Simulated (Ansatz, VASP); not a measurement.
**AgI in VASP and in Ansatz**

Contents of POSCAR:

```
AgI
1.0
    0.0000000000      3.2885748994      3.2885748994
    3.2885748994      0.0000000000      3.2885748994
    3.2885748994      3.2885748994      0.0000000000
Ag I
1 1
Direct
    0.0000000000      0.0000000000      0.0000000000
    0.2500000000      0.2500000000      0.2500000000
```

File INCAR.step1:

```
SYSTEM = AgI
PREC = Accurate
ENCUT = 550
ISMEAR = 0
SIGMA = 0.01
LREAL = .False.
LASPH = .True.
NELM = 120
NBANDS = 16
GGA = PE
ALGO = Normal
EDIFF = 1E-5
LWAVE = .True.
LCHARG = .False.
GGA_COMPAT = .False.
```

The input INCAR.step2:

```
SYSTEM = AgI
PREC = Accurate
ENCUT = 550
EDIFF = 1E-6
ISMEAR = 0
SIGMA = 0.01
LREAL = .False.
LASPH = .True.
NELM = 120
ALGO = Normal
ISIF = 2
LWAVE = .False.
LCHARG = .False.
METAGGA = R2SCAN
LMIXTAU = .True.
NBANDS = 16
ISTART = 1
GGA_COMPAT = .False.
```

Contents of KPOINTS:

```
Automatic mesh
0
Gamma
  6 6 6
  0 0 0
```

Input for Ansatz:

```yaml
crystal:
  lattice:
    - [0.0, 3.2885748994, 3.2885748994]
    - [3.2885748994, 0.0, 3.2885748994]
    - [3.2885748994, 3.2885748994, 0.0]
  atoms:
    - { symbol: Ag, position: [0.0, 0.0, 0.0] }
    - { symbol: I, position: [0.25, 0.25, 0.25] }
kpoints:
  mp_grid: { grid: [6, 6, 6] }
hamiltonian:
  xc: r2scan
scf:
  occupations: { method: fixed }
  n_extra_bands: 4
output:
  forces: true
  stress: true
  eigenvalues: true
```

Alike in both runs: task single point; functional r2SCAN; k mesh 6 × 6 × 6; no spin polarisation.

|  | VASP | Ansatz |
| --- | --- | --- |
| version | VASP 6.6.1 | Ansatz 0.2.0 |
| potentials or method | VASP PAW PBE potentials, release 64 (Ag, I) | plane waves, PAW |
| plane-wave cutoff (eV) | 550 | 500 |
| occupations | gaussian, width 0.01 eV | fixed |
| valence electrons in the cell | 18 | 36 |

Ansatz gave:

```
gap on the k mesh at the Fermi level (eV) : 1.82
pressure (GPa)                            : 0.0
```

Which values does VASP return?

gap on the k mesh at the Fermi level (eV): 1.79; pressure (GPa): -0.1.

VASP's potentials were made for PBE, not for r2SCAN. VASP's potentials hold 18 valence electrons a cell and Ansatz's 36, so a difference there can come from the potentials and not from the codes.

Neither program's run includes spin-orbit coupling.
